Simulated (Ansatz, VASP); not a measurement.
**NaF in VASP and in Ansatz**

INCAR

```
ALGO     = Normal         # electronic algorithm
EDIFF    = 1E-6           # SCF threshold, eV
ENCUT    = 520            # plane-wave cutoff, eV
GGA      = PE             # functional
ISIF     = 2              # what is computed and relaxed
ISMEAR   = 0              # smearing method
LASPH    = T              # aspherical terms in the spheres
LCHARG   = F              # write CHGCAR
LREAL    = F              # projectors in reciprocal space
LWAVE    = F              # write WAVECAR
NBANDS   = 22             # bands
NELM     = 60             # most SCF steps
PREC     = Accurate       # precision mode
SIGMA    = 0.01           # smearing width, eV
```

Contents of KPOINTS:

```
k-points
0
Gamma
  6 6 4
```

Contents of POSCAR:

```
NaF
1.0
    3.8680668589      0.0000000000      0.0000000000
   -1.9340334295      3.3498441634      0.0000000000
    0.0000000000      0.0000000000      4.5514117001
Na F
2 2
Direct
    0.3333333333      0.6666666667      0.2500000000
    0.6666666667      0.3333333333      0.7500000000
    0.6666666667      0.3333333333      0.2500000000
    0.3333333333      0.6666666667      0.7500000000
```

Input for Ansatz:

```yaml
crystal:
  lattice:
    - [3.8680668589, 0.0, 0.0]
    - [-1.9340334295, 3.3498441634, 0.0]
    - [0.0, 0.0, 4.5514117001]
  atoms:
    - { symbol: Na, position: [0.3333333333, 0.6666666667, 0.25] }
    - { symbol: Na, position: [0.6666666667, 0.3333333333, 0.75] }
    - { symbol: F, position: [0.6666666667, 0.3333333333, 0.25] }
    - { symbol: F, position: [0.3333333333, 0.6666666667, 0.75] }
kpoints:
  mp_grid: { grid: [6, 6, 4] }
hamiltonian:
  xc: pbe
scf:
  occupations: { method: fixed }
output:
  optics:
    e_range: [0, 21]
    de: 0.05
    sigma: 0.1
    bands: { spectra_wanted_up_to: 21 }
```

Alike in both runs: task single point; functional PBE; k mesh 6 × 6 × 4; no spin polarisation.

```csv
,VASP,Ansatz
version,VASP 6.6.1,Ansatz 0.2.0
potentials or method,"VASP PAW PBE potentials, release 64 (Na_pv, F)","plane waves, PAW"
plane-wave cutoff (eV),520,420
occupations,"gaussian, width 0.01 eV",fixed
valence electrons in the cell,28,32
```

Ansatz gave:

- gap on the k mesh at the Fermi level (eV): 5.70

What did VASP give for the same quantities?

gap on the k mesh at the Fermi level (eV): 5.68.

VASP's potentials hold 28 valence electrons a cell and Ansatz's 32, so a difference there can come from the potentials and not from the codes.
